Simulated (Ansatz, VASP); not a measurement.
**HfO2 in VASP and in Ansatz**

POSCAR

```
HfO2
1.0
    3.5768243321      0.0000000000      0.0000000000
    0.0000000000      3.5768243321      0.0000000000
    0.0000000000      0.0000000000      5.2026739521
Hf O
2 4
Direct
    0.5000000000      0.5000000000      0.4991385557
    0.0000000000      0.0000000000     -0.0008614443
    0.0000000000      0.5000000000      0.7009687560
    0.5000000000      0.0000000000      0.8086416868
    0.5000000000      0.0000000000      0.3086416868
    0.0000000000      0.5000000000      0.2009687560
```

File INCAR.step1:

```
SYSTEM = HfO2
ALGO = Normal
EDIFF = 1E-4
ENCUT = 520
GGA = PE
ISMEAR = 0
LASPH = .TRUE.
LCHARG = .FALSE.
LREAL = .FALSE.
LWAVE = .TRUE.
NBANDS = 31
NELM = 60
PREC = Accurate
SIGMA = 0.05
```

INCAR.step2

```
SYSTEM = HfO2
ALGO = Normal
EDIFF = 1E-7
ENCUT = 520
ISIF = 2
ISMEAR = 0
ISTART = 1
LASPH = .TRUE.
LCHARG = .TRUE.
LELF = .TRUE.
LMIXTAU = .TRUE.
LREAL = .FALSE.
LVHAR = .TRUE.
LWAVE = .FALSE.
METAGGA = R2SCAN
NBANDS = 31
NELM = 60
PREC = Accurate
SIGMA = 0.05
```

File KPOINTS:

```
k-points
0
G
  6 6 6
  0 0 0
```

Input for Ansatz:

```yaml
crystal:
  lattice:
    - [3.5768243321, 0.0, 0.0]
    - [0.0, 3.5768243321, 0.0]
    - [0.0, 0.0, 5.2026739521]
  atoms:
    - { symbol: Hf, position: [0.5, 0.5, 0.4991385557] }
    - { symbol: Hf, position: [0.0, 0.0, -0.0008614443] }
    - { symbol: O, position: [0.0, 0.5, 0.700968756] }
    - { symbol: O, position: [0.5, 0.0, 0.8086416868] }
    - { symbol: O, position: [0.5, 0.0, 0.3086416868] }
    - { symbol: O, position: [0.0, 0.5, 0.200968756] }
basis:
  ecutwfc: 500
kpoints:
  mp_grid: { grid: [6, 6, 6] }
hamiltonian:
  xc: r2scan
scf:
  occupations: { method: gaussian, width: 0.05 }
output:
  forces: true
  stress: true
  eigenvalues: true
```

Change from the starting cell: mode 10 (318.6 1/cm) frozen in, largest displacement +0.025 Å.

Alike in both runs: task single point; functional r2SCAN; k mesh 6 × 6 × 6; occupations gaussian, width 0.05 eV; no spin polarisation.

|  | VASP | Ansatz |
| --- | --- | --- |
| version | VASP 6.6.1 | Ansatz 0.2.0 |
| potentials or method | VASP PAW PBE potentials, release 64 (Hf_pv, O), cutoff 520 eV | scalar-relativistic, plane waves, PAW |
| valence electrons in the cell | 44 | 76 |

```tsv
	VASP	Ansatz	Ansatz less VASP
gap on the k mesh at the Fermi level (eV)	5.25	5.27	+0.022
least direct gap on the mesh (eV)	5.32	5.34	+0.015
pressure (GPa)	-3.5	0.1	+3.58
traceless stress, the component that is largest in VASP (GPa)	0.13	-0.03	-0.163
rms of the force components (eV/Å)	0.122	0.122	+0.0002
```

VASP's potentials were made for PBE, not for r2SCAN. Atom by atom the forces differ by 0.031 eV/Å (rms over components). With one functional, cell and mesh, what is left measures potentials, basis and numerics. VASP's potentials hold 44 valence electrons a cell and Ansatz's 76, so a difference there can come from the potentials and not from the codes.

Neither program's run includes spin-orbit coupling.
